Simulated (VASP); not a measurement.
Write the native input for VASP 6.6.1 that does the following.

```yaml
Task: single point
Functional: PBE
Dispersion: D3(BJ)
Potentials_or_basis: VASP PAW PBE potentials, release 64 (C)
Cutoff: 520 eV
k_mesh: 3 × 2 × 1
Occupations: gaussian, width 0.05 eV
Spin: no spin polarisation
Dipole_correction: yes
Further_INCAR_settings: LREAL = Auto; ALGO = Normal; EDIFF = 1e-06; NBANDS = 126
```

The structure of C lies in POSCAR:

```
C
1.0
    5.0301999808      0.0000000000      0.0000000000
    0.0000000000      7.1137770343      0.0000000000
    0.0000000000      0.0000000000     24.3983499760
C
48
Direct
    0.2500000000      0.5000000000      0.3278910257
    0.2500000000      0.0000000000      0.3278910257
    0.7500000000      0.5000000000      0.3278910257
    0.7500000000      0.0000000000      0.3278910257
    0.5000000000      0.6250000000      0.3278910257
    0.5000000000      0.1250000000      0.3278910257
    0.0000000000      0.6250000000      0.3278910257
    0.0000000000      0.1250000000      0.3278910257
    0.5000000000      0.7500000000      0.3794334455
    0.5000000000      0.2500000000      0.3794334455
    0.0000000000      0.7500000000      0.3794334455
    0.0000000000      0.2500000000      0.3794334455
    0.7500000000      0.8750000000      0.3794334455
    0.7500000000      0.3750000000      0.3794334455
    0.2500000000      0.8750000000      0.3794334455
    0.2500000000      0.3750000000      0.3794334455
    0.7500000000      0.0000000000      0.4309758652
    0.7500000000      0.5000000000      0.4309758652
    0.2500000000      0.0000000000      0.4309758652
    0.2500000000      0.5000000000      0.4309758652
    0.0000000000      0.1250000000      0.4309758652
    0.0000000000      0.6250000000      0.4309758652
    0.5000000000      0.1250000000      0.4309758652
    0.5000000000      0.6250000000      0.4309758652
    0.0000003668      0.2505330347      0.4822614291
   -0.0000008805      0.7505821717      0.4822509239
    0.5000056770      0.2505642116      0.4822457105
    0.4999936234      0.7505598317      0.4822482231
    0.2499985113      0.3744209497      0.4822500348
    0.2499991108      0.8744653417      0.4822604842
    0.7500081106      0.3744396375      0.4822500883
    0.7499938511      0.8744382048      0.4822465814
    0.2499826502      0.5046163642      0.5353935782
    0.2499887261      0.0045910962      0.5354222646
    0.7499990205      0.5046189310      0.5353948787
    0.7500189372      0.0046234181      0.5354235683
    0.5000020247      0.6203863999      0.5353932631
    0.4999796610      0.1203717172      0.5354229800
    0.0000159367      0.6203846232      0.5353954409
    0.0000115529      0.1204054675      0.5354228803
    0.5000259954      0.7645789514      0.5790677662
    0.4999463933      0.2648435744      0.5790035066
    0.0000853216      0.7646365490      0.5790512256
   -0.0000840214      0.2646810009      0.5791063965
    0.7500491283      0.8601699842      0.5790155449
    0.7499779313      0.3604174217      0.5790716841
    0.2500862655      0.8603132197      0.5791044299
    0.2499100051      0.3603747895      0.5790508153
```

One way to write it, as run:

INCAR

```
SYSTEM = C
  PREC = Accurate
  ENCUT = 520
  EDIFF = 1E-6
  ISMEAR = 0
  SIGMA = 0.05
  LREAL = Auto
  LASPH = .TRUE.
  NELM = 100
  ALGO = Normal
  ISIF = 2
  LWAVE = .FALSE.
  LCHARG = .TRUE.
  LDIPOL = .TRUE.
  IDIPOL = 3
  DIPOL = 0.5 0.5 0.456
  GGA = PE
  IVDW = 12
  LELF = .TRUE.
  LVHAR = .TRUE.
  LVACPOTAV = .TRUE.
  NBANDS = 126
```

KPOINTS

```
regular mesh
0
G
  3 2 1
  0 0 0
```

Potentials or basis: VASP PAW PBE potentials, release 64 (C).

Run with:

```sh
$ cat potpaw_PBE.64/C/POTCAR > POTCAR
$ mpirun -np 1 vasp_std > vasp.out
```

It gave:

```json
{"Largest force": "4.678 eV/Å", "Band gap on the k mesh": "zero (bands 96 and 97 overlap by 0.11 eV)", "Dispersion energy per atom": "-0.156 eV"}
```

Caveat: the k points lie up to 0.44 Å⁻¹ apart.

Run time: 12 min on 1 thread of AMD EPYC 9R45 96-Core Processor (Zen 5) (shared host), peak memory 0.87 GiB.
